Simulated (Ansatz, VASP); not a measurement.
# Zn2Sb2Br in VASP and in Ansatz

```
CELL_PARAMETERS angstrom
2.23402 3.86944 0.00000
-2.23402 3.86944 0.00000
0.00000 0.00000 7.66120
ATOMIC_POSITIONS crystal
Zn 0.33330 0.33340 0.63110
Zn 0.66670 0.66660 0.36890
Br 0.00000 0.00000 0.00000
Sb 0.33330 0.33340 0.26880
Sb 0.66670 0.66660 0.73120
```

Alike in both runs: task single point; functional r2SCAN; k mesh 9 × 9 × 5; occupations fermi-dirac, width 0.0212 eV; no spin polarisation.

```csv
,VASP,Ansatz
version,VASP 6.6.1,Ansatz 0.2.0
potentials or method,"VASP PAW PBE potentials, release 64 (Zn, Br, Sb), cutoff 550 eV",PAW plane waves
valence electrons in the cell,41,61
```

```csv
,VASP,Ansatz,Ansatz less VASP
pressure (GPa),-0.2,-0.2,-0.03
"traceless stress, the component that is largest in VASP (GPa)",2.96,2.95,-0.009
rms of the force components (eV/Å),0.122,0.129,+0.0074
```

VASP's potentials were made for PBE, not for r2SCAN. Atom by atom the forces differ by 0.009 eV/Å (rms over components). VASP's potentials hold 41 valence electrons a cell and Ansatz's 61, so a difference there can come from the potentials and not from the codes. Ansatz's warnings: structure snapped to symmetry.

Spin-orbit coupling is off throughout.
